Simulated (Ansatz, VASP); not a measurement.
## CoSi2 in VASP and in Ansatz

```xyz
3
Lattice="0.0000 2.6825 2.6825 2.6825 0.0000 2.6825 2.6825 2.6825 0.0000" Properties=species:S:1:pos:R:3 pbc="T T T"
Co    0.0000    0.0000    0.0000
Si    1.3412    1.3412    1.3412
Si    4.0237    4.0237    4.0237
```

Alike in both runs: task relaxation of cell and atoms; functional PBE; k mesh 14 × 14 × 14; occupations gaussian, width 0.1 eV; no spin polarisation.

|  | VASP | Ansatz |
| --- | --- | --- |
| version | VASP 6.6.1 | Ansatz 0.2.0 |
| potentials or method | VASP PAW PBE potentials, release 64 (Co, Si), cutoff 600 eV | scalar-relativistic, plane waves, PAW |
| valence electrons in the cell | 17 | 25 |

```csv
,VASP,Ansatz,Ansatz less VASP
"gap on the k mesh at the Fermi level, each at its own relaxed structure (eV)",none,none,-
relaxed volume (Å³/atom),12.82,12.83,+0.013
relaxed length of the cell vector where the two differ most in proportion (Å),3.789,3.790,+0.0013
```

A gap of «none» marks a metal or a gap that the smearing closes. VASP's potentials hold 17 valence electrons a cell and Ansatz's 25, so a difference there can come from the potentials and not from the codes.
